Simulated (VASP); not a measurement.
# Mo (Im-3m) in VASP: further runs

The runs below take Mo through single point, relaxation of cell and atoms, with PBE.

Program: VASP 6.6.1. These are calculated values, not measurements. Logs are shortened: lines on timing, memory, paths and dates and some standing lists are left out, and cuts for length are marked.

**1. The cell of the first run**

It takes space group Im-3m (No. 229, cubic). The conventional cell has a = 3.168 Å, b = 3.168 Å, c = 3.168 Å, α = 90.00°, β = 90.00°, γ = 90.00°. Within 3.6 Å of Mo (site symmetry m-3m) lie 14 Mo at 2.74 to 3.17 Å.

**2. Single point, PBE**

Contents of INCAR:

```
PREC = Accurate
ENCUT = 520
EDIFF = 1E-7
ISMEAR = 0
SIGMA = 0.1
LREAL = F
LASPH = T
NELM = 60
ALGO = Normal
ISIF = 2
LWAVE = F
LCHARG = T
GGA = PE
LELF = T
LVHAR = T
NBANDS = 13
```

Contents of KPOINTS:

```
Automatic mesh
0
Gamma
  8 8 8
```

Contents of POSCAR:

```
Mo
1.0
   -1.5838089700      1.5838089700      1.5838089700
    1.5838089700     -1.5838089700      1.5838089700
    1.5838089700      1.5838089700     -1.5838089700
Mo
1
Direct
    0.0000000000      0.0000000000      0.0000000000
```

Potentials or basis: VASP PAW PBE potentials, release 64 (Mo_sv).

Started as:

```
cat potpaw_PBE.64/Mo_sv/POTCAR > POTCAR
mpirun -np 1 vasp_std > vasp.out
```

OUTCAR:

```text
PREC = Accurate
   ENCUT = 520
   EDIFF = 1E-7
   ISMEAR = 0
   LREAL = F
   LASPH = T
   NELM = 60
   ISIF = 2
   GGA = PE

 ion  position               nearest neighbor table
   1  0.000  0.000  0.000-

  LATTYP: Found a body centered cubic cell.
 ALAT       =     3.1676179400

  Lattice vectors:

 A1 = (  -1.5838089700,   1.5838089700,   1.5838089700)
 A2 = (   1.5838089700,  -1.5838089700,   1.5838089700)
 A3 = (   1.5838089700,   1.5838089700,  -1.5838089700)

Analysis of symmetry for initial positions (statically):
=====================================================================
 Subroutine PRICEL returns:
 Original cell was already a primitive cell.

 Routine SETGRP: Setting up the symmetry group for a
 body centered cubic supercell.

 Subroutine GETGRP returns: Found 48 space group operations
 (whereof 48 operations were pure point group operations)
 out of a pool of 48 trial point group operations.

The static configuration has the point symmetry O_h .

Analysis of symmetry for dynamics (positions and initial velocities):
=====================================================================
 Subroutine PRICEL returns:
 Original cell was already a primitive cell.

 Routine SETGRP: Setting up the symmetry group for a
 body centered cubic supercell.

 Subroutine GETGRP returns: Found 48 space group operations
 (whereof 48 operations were pure point group operations)
 out of a pool of 48 trial point group operations.

The dynamic configuration has the point symmetry O_h .

 Subroutine INISYM returns: Found 48 space group operations
 (whereof 48 operations are pure point group operations),
 and found     1 'primitive' translations

----------------------------------------------------------------------------------------

                                     Primitive cell

  volume of cell :      15.8916

  direct lattice vectors                    reciprocal lattice vectors
    -1.583808970  1.583808970  1.583808970     0.000000000  0.315694638  0.315694638
     1.583808970 -1.583808970  1.583808970     0.315694638  0.000000000  0.315694638
     1.583808970  1.583808970 -1.583808970     0.315694638  0.315694638  0.000000000

  length of vectors
     2.743237606  2.743237606  2.743237606     0.446459639  0.446459639  0.446459639

  position of ions in fractional coordinates (direct lattice)
     0.000000000  0.000000000  0.000000000

  ion indices of the primitive-cell ions
   primitive index   ion index
                 1           1

----------------------------------------------------------------------------------------

 KPOINTS: Automatic mesh

Automatic generation of k-mesh.
 Grid dimensions read from file:
 generate k-points for:    8    8    8

 Generating k-lattice:

  Cartesian coordinates                     Fractional coordinates (reciprocal lattice)
     0.000000000  0.039461830  0.039461830     0.125000000  0.000000000  0.000000000
     0.039461830  0.000000000  0.039461830     0.000000000  0.125000000  0.000000000
     0.039461830  0.039461830  0.000000000     0.000000000  0.000000000  0.125000000

  Length of vectors
     0.055807455  0.055807455  0.055807455

  Shift w.r.t. Gamma in fractional coordinates (k-lattice)
     0.000000000  0.000000000  0.000000000

 Subroutine IBZKPT returns following result:
 ===========================================

 Found     29 irreducible k-points:

 Following reciprocal coordinates:
            Coordinates               Weight
  0.000000  0.000000  0.000000      1.000000
  0.125000  0.000000  0.000000     12.000000
  0.250000  0.000000  0.000000     12.000000
  0.375000  0.000000  0.000000     12.000000
  0.500000  0.000000  0.000000      6.000000
  0.125000  0.125000  0.000000     24.000000
[... 16 lines left out ...]
 -0.250000  0.250000  0.250000      6.000000
 -0.375000  0.375000  0.250000     24.000000
 [... further k-points ...]
   k-points           NKPTS =     29   k-points in BZ     NKDIM =     29   number of bands    NBANDS=     13
   number of dos      NEDOS =    301   number of ions     NIONS =      1
   total plane-waves  NPLWV =   8000
   dimension x,y,z NGX =    20 NGY =   20 NGZ =   20
   dimension x,y,z NGXF=    40 NGYF=   40 NGZF=   40
   ions per type =               1
   NGX,Y,Z   is equivalent  to a cutoff of  12.12, 12.12, 12.12 a.u.
   NGXF,Y,Z  is equivalent  to a cutoff of  24.24, 24.24, 24.24 a.u.
 SYSTEM =  unknown system
   PREC   = accura    normal or accurate (medium, high low for compatibility)
   ISTART =      0    job   : 0-new  1-cont  2-samecut
   ICHARG =      2    charge: 1-file 2-atom 10-const
   ISPIN  =      1    spin polarized calculation?
   LNONCOLLINEAR =      F non collinear calculations
   LSORBIT =      F    spin-orbit coupling
   LASPH  =      T    aspherical Exc in radial PAW
   ENCUT  =  520.0 eV  38.22 Ry    6.18 a.u.   5.10  5.10  5.10*2*pi/ulx,y,z
   NELM   =     60;   NELMIN=  2; NELMDL= -5     # of ELM steps
   EDIFF  = 0.1E-06   stopping-criterion for ELM
   LREAL  =      F    real-space projection
   EDIFFG = 0.1E-05   stopping-criterion for IOM
   NSW    =      0    number of steps for IOM
   IBRION =     -1    ionic relax: 0-MD 1-quasi-New 2-CG
   NFREE  =      0    steps in history (QN), initial steepest desc. (CG)
   ISIF   =      2    stress and relaxation
   ISYM   =      2    0-nonsym 1-usesym 2-fastsym
   POTIM  = 0.5000    time-step for ionic-motion
   TEBEG  =    0.0;   TEEND  =   0.0 temperature during run
   PSTRESS=    0.0 pullay stress
   NELECT =      14.0000    total number of electrons
   NUPDOWN=      -1.0000    fix difference up-down
   EMIN   =  10.00;   EMAX   =-10.00  energy-range for DOS
   EFERMI =   0.00;   METHOD = LEGACY
   ISMEAR =     0;   SIGMA  =   0.10  broadening in eV -4-tet -1-fermi 0-gaus
   EFERMI_NEDOS =   21; number of points for ismear=-14 and -15
   IALGO  =     38    algorithm
   IMIX   =      4    mixing-type and parameters
     AMIX     =   0.40;   BMIX     =  1.00
     AMIX_MAG =   1.60;   BMIX_MAG =  1.00
  volume/ion in A,a.u.               =      15.89       107.24
  Fermi-wavevector in a.u.,A,eV,Ry     =   1.569380  2.965698 33.510508  2.462953
  Thomas-Fermi vector in A             =   2.671271
   LORBIT       =      0    0 simple, 1 ext, 2 COOP (PROOUT), +10 PAW based schemes
   GGA     = PE    functional components
   LHFCALC =     F    Hartree Fock is set to
   AEXX    =    0.0000 exact exchange contribution
   IVDW    =     0    specifies the selected vdW correction
   LEPSILON=     F    determine dielectric tensor
   LRPA    =     F    only Hartree local field effects (RPA)
 non-spin polarized calculation
 Gauss-broadening in eV      SIGMA  =   0.10
  energy-cutoff  :      520.00
  volume of cell :       15.89
 maximum number of plane-waves:       439
   NGX = 11   NGY = 11   NGZ = 11

 number of electron      14.0000005 magnetization

 Free energy of the ion-electron system (eV)
  ---------------------------------------------------
  ext. energy  EPLUGINS =         0.00000000
  ---------------------------------------------------
  free energy    TOTEN  =       -10.91529077 eV

  energy without entropy =      -10.91105558  energy(sigma->0) =      -10.91317318

 E-fermi :  12.2046     XC(G=0): -13.2994

 val. band max:       12.2016010630   @ k =  -0.2500   0.2500   0.1250
 cond. band min:      12.2989799478   @ k =   0.3750   0.0000   0.0000
 fundamental gap:      0.0973788848
 Fermi energy:        12.2045543576

 k-point     1 :       0.0000    0.0000    0.0000
  band No.  band energies     occupation
      1     -48.9614      2.00000
      2     -22.2640      2.00000
      3     -22.2640      2.00000
      4     -22.2640      2.00000
      5       5.1486      2.00000
      6      10.9907      2.00000
      7      10.9907      2.00000
      8      10.9907      2.00000
      9      13.9557      0.00000
     10      13.9557      0.00000
     11      27.1360      0.00000
     12      27.1360      0.00000
     13      27.1360      0.00000

 k-point     2 :       0.1250    0.0000    0.0000
  band No.  band energies     occupation
      1     -48.9258      2.00000
      2     -22.4701      2.00000
      3     -22.3281      2.00000
      4     -22.2655      2.00000
      5       5.7972      2.00000
      6      10.6362      2.00000
      7      10.9030      2.00000
      8      11.6168      2.00000
      9      13.5345      0.00000
     10      13.9740      0.00000
     11      27.5343      0.00000
     12      28.2226      0.00000
     13      28.2493      0.00000

 k-point     3 :       0.2500    0.0000    0.0000
  band No.  band energies     occupation
      1     -48.8390      2.00000
      2     -22.9501      2.00000
      3     -22.4800      2.00000
      4     -22.2691      2.00000
      5       7.1050      2.00000
      6       9.8856      2.00000
      7      10.7861      2.00000
      8      13.3534      0.00000
      9      13.4368      0.00000
     10      14.1122      0.00000
     11      27.0702      0.00000
     12      28.3224      0.00000
     13      31.1999      0.00000
[... 305 lines left out ...]
 k-point    23 :      -0.2500    0.2500    0.2500
  band No.  band energies     occupation
      1     -48.7341      2.00000
      2     -22.9752      2.00000
      3     -22.7146      2.00000
      4     -22.7146      2.00000
      5       8.6078      2.00000
      6       9.7302      2.00000
      7      11.7160      2.00000
      8      11.7160      2.00000
      9      13.1783      0.00000
     10      15.6681      0.00000
     11      27.4331      0.00000
     12      30.4102      0.00000
     13      30.7025      0.00000

 k-point    24 :      -0.3750    0.3750    0.2500
  band No.  band energies     occupation
      1     -48.6587      2.00000
      2     -23.2507      2.00000
      3     -22.8750      2.00000
      4     -22.7537      2.00000
      5       8.4719      2.00000
      6       9.0200      2.00000
      7      11.7116      2.00000
      8      12.5292      0.00000
      9      15.1443      0.00000
     10      17.2138      0.00000
     11      25.9260      0.00000
     12      27.9369      0.00000
     13      29.0409      0.00000

 [... further k-points ...]

------------------------ aborting loop because EDIFF is reached ----------------------------------------

  FORCE on cell =-STRESS in cart. coord.  units (eV):
  Direction    XX          YY          ZZ          XY          YZ          ZX
  --------------------------------------------------------------------------------------
  -------------------------------------------------------------------------------------
  Total       -0.0549429     -0.0549429     -0.0549429      0.0000000      0.0000000     -0.0000000
  in kB       -5.5392875     -5.5392875     -5.5392875      0.0000000      0.0000000     -0.0000000
  external PRESSURE =      -5.5392875 kB  Pullay stress =       0.0000000 kB

 VOLUME and BASIS-vectors are now :
 -----------------------------------------------------------------------------
  energy-cutoff  :      520.00
  volume of cell :       15.89
      direct lattice vectors                 reciprocal lattice vectors
    -1.583808970  1.583808970  1.583808970     0.000000000  0.315694638  0.315694638
     1.583808970 -1.583808970  1.583808970     0.315694638  0.000000000  0.315694638
     1.583808970  1.583808970 -1.583808970     0.315694638  0.315694638  0.000000000

 POSITION                                       TOTAL-FORCE (eV/Angst)
 -----------------------------------------------------------------------------------
      0.00000      0.00000      0.00000         0.000000     -0.000000      0.000000
 -----------------------------------------------------------------------------------
    total drift:                                0.000000     -0.000000      0.000000

  FREE ENERGIE OF THE ION-ELECTRON SYSTEM (eV)
  ---------------------------------------------------
  free  energy   TOTEN  =       -10.9152907689 eV

  energy  without entropy=      -10.9110555825  energy(sigma->0) =      -10.91317318
```

It took 7.9 s on 1 thread of Intel Xeon 8259CL, shared host; peak memory 0.12 GiB.

What came out:

```
Free energy            : -10.9153 eV
Pressure               : -0.6 GPa
Band gap on the k mesh : zero (band 7 reaches 16.21 eV, above the bottom of band 8 at 10.99 eV)
```

Levels at points of the mesh, in eV from the Fermi level:
```csv
k point,band 3,band 4,band 5,band 6,band 7,band 8,band 9,band 10,band 11,band 12
"(0.00, 0.00, 0.00)",-34.47,-34.47,-7.06,-1.21,-1.21,-1.21,1.75,1.75,14.93,14.93
"(0.50, 0.00, 0.00)",-34.89,-34.48,-5.10,-3.20,1.69,1.77,2.38,4.74,11.51,12.05
"(0.50, 0.50, 0.50)",-35.39,-35.39,-5.19,-5.19,4.00,4.00,4.00,9.06,9.06,9.06
```

**3. Single point, PBE**

This run uses another cell than the first one, of 15.78 Å³/atom, 0.993 times its volume.

Contents of INCAR:

```
SYSTEM = Mo
  PREC = Accurate
  ENCUT = 520
  EDIFF = 1E-6
  ISMEAR = 0
  SIGMA = 0.1
  LREAL = .False.
  LASPH = .True.
  NELM = 80
  ALGO = Normal
  ISIF = 2
  LWAVE = .False.
  LCHARG = .False.
  GGA = PE
  NBANDS = 13
```

Contents of KPOINTS:

```
Automatic mesh
0
Gamma
  16 16 16
  0 0 0
```

Contents of POSCAR:

```
Mo
1.0
   -1.5800494451      1.5800494451      1.5800494451
    1.5800494451     -1.5800494451      1.5800494451
    1.5800494451      1.5800494451     -1.5800494451
Mo
1
Direct
    0.0000000000      0.0000000000      0.0000000000
```

Potentials or basis: VASP PAW PBE potentials, release 64 (Mo_sv).

Started as:

```
cat potpaw_PBE.64/Mo_sv/POTCAR > POTCAR
mpirun -np 1 vasp_std > vasp.out
```

It took 24 s on 1 thread of Intel Xeon 8259CL, shared host; peak memory 0.14 GiB.

Results (log left out):

```
Free energy            : -10.9412 eV
Pressure               : 0.5 GPa
Band gap on the k mesh : zero (band 7 reaches 16.38 eV, above the bottom of band 8 at 11.10 eV)
```

Levels at points of the mesh, in eV from the Fermi level:
| k point | band 3 | band 4 | band 5 | band 6 | band 7 | band 8 | band 9 | band 10 | band 11 | band 12 |
| --- | --- | --- | --- | --- | --- | --- | --- | --- | --- | --- |
| (0.00, 0.00, 0.00) | -34.56 | -34.56 | -7.20 | -1.34 | -1.34 | -1.34 | 1.65 | 1.65 | 14.82 | 14.82 |
| (0.50, 0.00, 0.00) | -34.99 | -34.57 | -5.26 | -3.35 | 1.59 | 1.67 | 2.30 | 4.69 | 11.51 | 11.94 |
| (0.50, 0.50, 0.50) | -35.50 | -35.50 | -5.36 | -5.36 | 3.93 | 3.93 | 3.93 | 8.99 | 8.99 | 8.99 |

**4. Single point, PBE**

This run uses another cell than the first one, of 15.79 Å³/atom, 0.994 times its volume.

Contents of INCAR:

```
SYSTEM = Mo
PREC = Accurate
ENCUT = 520
EDIFF = 1E-6
ISMEAR = -1
SIGMA = 0.15
LREAL = .FALSE.
LASPH = .TRUE.
NELM = 100
ALGO = Normal
ISIF = 2
LWAVE = .FALSE.
LCHARG = .FALSE.
GGA = PE
NBANDS = 13
```

Contents of KPOINTS:

```
Automatic mesh
0
G
  16 16 16
  0 0 0
```

Contents of POSCAR:

```
Mo
1.0
   -1.5805177624      1.5805177624      1.5805177624
    1.5805177624     -1.5805177624      1.5805177624
    1.5805177624      1.5805177624     -1.5805177624
Mo
1
Direct
    0.0000000000      0.0000000000      0.0000000000
```

Started as:

```
cat potpaw_PBE.64/Mo_sv/POTCAR > POTCAR
mpirun -np 1 vasp_std > vasp.out
```

Wall time 26 s (1 thread of Intel Xeon 8259CL, shared host); peak memory 0.14 GiB.

The run converged. Its results:

| Quantity | Value |
| --- | --- |
| Free energy | -10.9616 eV |
| Pressure | 0.5 GPa |
| Band gap on the k mesh | zero (band 7 reaches 16.36 eV, above the bottom of band 8 at 11.09 eV) |

Levels at points of the mesh, in eV from the Fermi level:
| k point | band 4 | band 5 | band 6 | band 7 | band 8 | band 9 | band 10 | band 11 |
| --- | --- | --- | --- | --- | --- | --- | --- | --- |
| (0.00, 0.00, 0.00) | -34.54 | -7.18 | -1.32 | -1.32 | -1.32 | 1.67 | 1.67 | 14.83 |
| (0.50, 0.00, 0.00) | -34.55 | -5.24 | -3.33 | 1.61 | 1.69 | 2.31 | 4.70 | 11.51 |
| (0.50, 0.50, 0.50) | -35.48 | -5.34 | -5.34 | 3.95 | 3.95 | 3.95 | 9.00 | 9.00 |

**5. Relaxation of cell and atoms, PBE**

This run uses another cell than the first one, of 15.78 Å³/atom, 0.993 times its volume.

Contents of INCAR:

```
SYSTEM = Mo
  ALGO = Normal
  EDIFF = 1E-7
  EDIFFG = -0.001
  ENCUT = 600
  GGA = PE
  IBRION = 2
  ISIF = 3
  ISMEAR = -1
  LASPH = .True.
  LCHARG = .False.
  LREAL = .False.
  LWAVE = .False.
  NELM = 80
  NSW = 80
  PREC = Accurate
  SIGMA = 0.15
```

Contents of KPOINTS:

```
k-points
0
Gamma
  16 16 16
  0 0 0
```

Contents of POSCAR:

```
Mo
1.0
   -1.5800494451      1.5800494451      1.5800494451
    1.5800494451     -1.5800494451      1.5800494451
    1.5800494451      1.5800494451     -1.5800494451
Mo
1
Direct
    0.0000000000      0.0000000000      0.0000000000
```

Started as:

```
cat potpaw_PBE.64/Mo_sv/POTCAR > POTCAR
mpirun -np 1 vasp_std > vasp.out
```

Run time: 65 s. Hardware: 1 thread of Intel Xeon 8259CL, shared host; peak memory 0.17 GiB.

It converged, with:

| Property | Result |
| --- | --- |
| Free energy | -10.9617 eV |
| Relaxed volume | 15.82 Å³/atom |
| Relaxed cell | a = 2.739 Å, b = 2.739 Å, c = 2.739 Å, α = 109.47°, β = 109.47°, γ = 109.47° |
| Space group after relaxing (to 0.05 Å) | Im-3m (No. 229) |
| Energy gained by relaxing | 0.1 meV/atom |
| Ionic steps | 3 |
| Pressure after relaxing | 0.0 GPa |
| Band gap on the k mesh | zero (band 7 reaches 16.32 eV, above the bottom of band 8 at 11.07 eV) |

Final structure:
```
Mo
1.0
    -1.58130    1.58130    1.58130
     1.58130   -1.58130    1.58130
     1.58130    1.58130   -1.58130
Mo
1
Direct
  0.00000 0.00000 0.00000
```

Levels at points of the mesh, in eV from the Fermi level:
| k point | band 3 | band 4 | band 5 | band 6 | band 7 | band 8 | band 9 | band 10 | band 11 |
| --- | --- | --- | --- | --- | --- | --- | --- | --- | --- |
| (0.00, 0.00, 0.00) | -34.55 | -34.55 | -7.18 | -1.32 | -1.32 | -1.32 | 1.66 | 1.66 | 14.83 |
| (0.50, 0.00, 0.00) | -34.98 | -34.56 | -5.23 | -3.32 | 1.60 | 1.69 | 2.31 | 4.69 | 11.49 |
| (0.50, 0.50, 0.50) | -35.48 | -35.48 | -5.33 | -5.33 | 3.94 | 3.94 | 3.94 | 8.99 | 8.99 |

[end of part 1 of 2]
